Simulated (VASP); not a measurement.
NiO2: single point with PBEsol

Crystal: NiO2.

```
Ni O
1.0
     1.40213    0.80952    6.97429
    -1.40213    0.80952    6.97429
     0.00000   -1.61904    6.97429
Ni O
1 2
Direct
  0.00000 0.00000 0.00000
  0.37879 0.37879 0.37879
  0.62121 0.62121 0.62121
```

* Program: VASP 6.6.1
* Task: single point
* Functional: PBEsol
* Potentials or basis: VASP PAW PBE potentials, release 64 (Ni, O)
* Cutoff: 520 eV
* k mesh: 11 × 11 × 11
* Occupations: fermi-dirac, width 0.05 eV
* Spin: collinear spin, ferromagnetic start
* Starting moments: [1.0, 0.0, 0.0] μB

```yaml
Pressure: -3.4 GPa
Largest_force: 0.440 eV/Å
Band_gap_on_the_k_mesh: 1.24 eV (least direct gap 1.50 eV)
Net_moment: 0.00 μB per cell
Valence_electrons_inside_the_program's_atomic_spheres: Ni 9.53; O 4.89
```

Forces in eV/Å, atoms in the order of the input:
```
Ni   0.000  0.000  0.000
O    0.000  0.000 -0.440
O    0.000  0.000  0.440
```

Stress tensor (GPa, compression positive):
```
-3.58  0.00  0.00
 0.00 -3.58  0.00
 0.00  0.00 -3.00
```

Levels at points of the mesh, in eV from the valence-band top:
Spin up:
```
           k point  band 9  band 10  band 11  band 12  band 13  band 14
(0.00, 0.00, 0.00)   -0.87    -0.87    -0.10     2.36     2.36     7.04
```
Spin down:
| k point | band 9 | band 10 | band 11 | band 12 | band 13 | band 14 |
| --- | --- | --- | --- | --- | --- | --- |
| (0.00, 0.00, 0.00) | -0.87 | -0.87 | -0.10 | 2.36 | 2.36 | 7.04 |

Wall time 40 min on 1 thread of Oxide Virtual Turin-like Processor (shared host), peak memory 0.6 GiB.

Caveat: the cell stands under tension; the moments typed at the start vanished in this run; the PAW data sets were made with another functional, which shifts forces and pressure a little. A k mesh can miss the band edges.
